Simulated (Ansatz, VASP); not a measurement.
This is a calculation of Mg for VASP 6.6.1.

The input INCAR:

```
SYSTEM = Mg
  PREC = Accurate
  ENCUT = 600
  EDIFF = 1E-6
  ISMEAR = -1
  SIGMA = 0.05
  LREAL = .False.
  LASPH = .True.
  NELM = 80
  ALGO = Normal
  ISIF = 3
  LWAVE = .False.
  LCHARG = .False.
  GGA = PE
  IBRION = 2
  NSW = 40
  EDIFFG = -0.005
```

KPOINTS

```
regular mesh
0
Gamma
  10 10 5
  0 0 0
```

Contents of POSCAR:

```
Mg
1.0
    3.2093000000      0.0000000000      0.0000000000
   -1.6046500000      2.7793353284      0.0000000000
    0.0000000000      0.0000000000      5.2103000000
Mg
2
Direct
    0.6666666667      0.3333333333      0.7500000000
    0.3333333333      0.6666666667      0.2500000000
```

Potentials or basis: VASP PAW PBE potentials, release 64 (Mg).

Run with:

```sh
$ cat potpaw_PBE.64/Mg/POTCAR > POTCAR
$ mpirun -np 1 vasp_std > vasp.out
```

**Question.** Translate it to Ansatz 0.2.0. Potentials there: Ansatz PAW.

**Answer.** As run (the cutoff follows the program's own potentials):

File input.yaml:

```yaml
crystal:
  lattice:
    - [3.2093, 0.0, 0.0]
    - [-1.60465, 2.7793353284, 0.0]
    - [0.0, 0.0, 5.2103]
  atoms:
    - { symbol: Mg, position: [0.6666666667, 0.3333333333, 0.75] }
    - { symbol: Mg, position: [0.3333333333, 0.6666666667, 0.25] }
hamiltonian:
  xc: pbe
  pseudopotentials: { kind: paw }
kpoints:
  mp_grid: { grid: [10, 10, 5] }
scf:
  occupations: { method: fermi_dirac, width: 0.05 }
output:
  forces: true
  stress: true
relax:
  f_tol: 0.01
  max_steps: 40
  cell: { stress_tol: 0.05 }
```

Potentials or basis: Ansatz PAW.

Command:

```bash
$ ansatz run input.yaml --threads 2 --pin off --max-ram 5632MiB --backend cpu --events-out ev --progress --plain --runs-dir out
```

Both were run:

|  | VASP | Ansatz | Ansatz less VASP |
| --- | --- | --- | --- |
| relaxed volume (Å³/atom) | 22.93 | 23.02 | +0.099 |
| relaxed cell length with the largest relative difference (Å) | 5.289 | 5.298 | +0.0084 |

VASP's potentials hold 4 valence electrons a cell and Ansatz's 20, so a difference there can come from the potentials and not from the codes.

Noted on Ansatz's run: the plane-wave basis is chosen anew once the cell has moved, so the energies of steps on either side of that aren't comparable.
